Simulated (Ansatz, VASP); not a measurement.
# Ti: VASP beside Ansatz

File INCAR:

```
ALGO = Fast
EDIFF = 1E-6
ENCUT = 520
GGA = PS
ISIF = 2
ISMEAR = 0
LASPH = True
LCHARG = False
LREAL = False
LWAVE = False
NBANDS = 12
NELM = 80
PREC = Accurate
SIGMA = 0.15
```

Contents of KPOINTS:

```
k-points
0
Gamma
  26 26 26
```

POSCAR

```
Ti
1.0
   -1.5649881614      1.5649881614      1.6051160630
    1.5649881614     -1.5649881614      1.6051160630
    1.5649881614      1.5649881614     -1.6051160630
Ti
1
Direct
    0.0000000000      0.0000000000      0.0000000000
```

Input for Ansatz:

```yaml
crystal:
  lattice:
    - [-1.5649881614, 1.5649881614, 1.605116063]
    - [1.5649881614, -1.5649881614, 1.605116063]
    - [1.5649881614, 1.5649881614, -1.605116063]
  atoms:
    - { symbol: Ti, position: [0.0, 0.0, 0.0] }
basis:
  ecutwfc: 420
kpoints:
  mp_grid: { grid: [26, 26, 26] }
hamiltonian:
  xc: pbesol
scf:
  occupations: { method: gaussian, width: 0.15 }
output:
  forces: true
  stress: true
  eigenvalues: true
```

Change from the starting cell: strain -0.025 along x and y, +0.000 along z, atoms carried along.

Alike in both runs: task single point; functional PBEsol; k mesh 26 × 26 × 26; occupations gaussian, width 0.15 eV; no spin polarisation.

|  | VASP | Ansatz |
| --- | --- | --- |
| version | VASP 6.6.1 | Ansatz 0.2.0 |
| potentials or method | VASP PAW PBE potentials, release 64 (Ti_sv), cutoff 520 eV | scalar-relativistic, plane waves, PAW |
| valence electrons in the cell | 12 | 12 |

Ansatz gave:

```
gap on the k mesh at the Fermi level (eV)                     : none
pressure (GPa)                                                : 6.3
traceless stress, the component that is largest in VASP (GPa) : 0.24
```

Question: Estimate VASP's values.

Answer: gap on the k mesh at the Fermi level (eV): none; pressure (GPa): 5.9; traceless stress, the component that is largest in VASP (GPa): 0.24.

VASP's potentials were made for PBE, not for PBEsol. A gap of «none» marks a metal or a gap that the smearing closes. The functional is the same, so the differences come from potentials, cutoffs and numerics.
